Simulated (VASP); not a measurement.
**PrHRh3: single point with PBE**

The system is PrHRh3.

```
Pr H Rh
1.0
     2.86339    1.65318    2.33794
    -2.86339    1.65318    2.33794
     0.00000   -3.30636    2.33794
Pr H Rh
1 1 3
Direct
  0.01065 0.01065 0.01065
  0.51103 0.51103 0.51103
  0.51064 0.01069 0.51064
  0.51064 0.51064 0.01069
  0.01069 0.51064 0.51064
```

This cell differs from its parent crystal: volume scaled by 0.91, then relaxed in part.

```json
{"Program": "VASP 6.6.1", "Task": "single point", "Functional": "PBE", "Potentials or basis": "VASP PAW PBE potentials, release 64 (Pr, H, Rh_pv)", "Cutoff": "520 eV", "k mesh": "6 × 6 × 6", "Occupations": "gaussian, width 0.1 eV", "Spin": "no spin polarisation"}
```

| Quantity | Value |
| --- | --- |
| Pressure | 5.0 GPa |

Levels at points of the mesh, in eV from the Fermi level:
| k point | band 26 | band 27 | band 28 | band 29 | band 30 | band 31 | band 32 | band 33 |
| --- | --- | --- | --- | --- | --- | --- | --- | --- |
| (0.00, 0.00, 0.00) | -0.05 | -0.05 | -0.05 | 0.01 | 0.01 | 0.01 | 0.04 | 0.16 |
| (0.50, 0.00, 0.00) | -1.58 | -1.58 | -1.16 | -0.64 | 0.23 | 0.26 | 0.26 | 0.43 |
| (0.50, 0.50, 0.00) | -1.78 | -1.78 | -1.76 | -1.10 | -0.75 | 0.15 | 0.15 | 0.26 |
| (0.50, 0.50, 0.50) | -1.75 | 0.00 | 0.00 | 0.00 | 0.04 | 0.05 | 0.05 | 0.05 |

It took 65 s on 1 thread of Intel(R) Xeon(R) 6975P-C (Granite Rapids) (shared host), peak memory 0.23 GiB.

Caveat: spin-orbit coupling is left out, which moves the levels of the heavy elements; without U or exact exchange the open f shell lies at the Fermi level, which spoils levels, moments and volumes. Spin polarisation is off, so any magnetic state and its effect on volume and gap are missing.
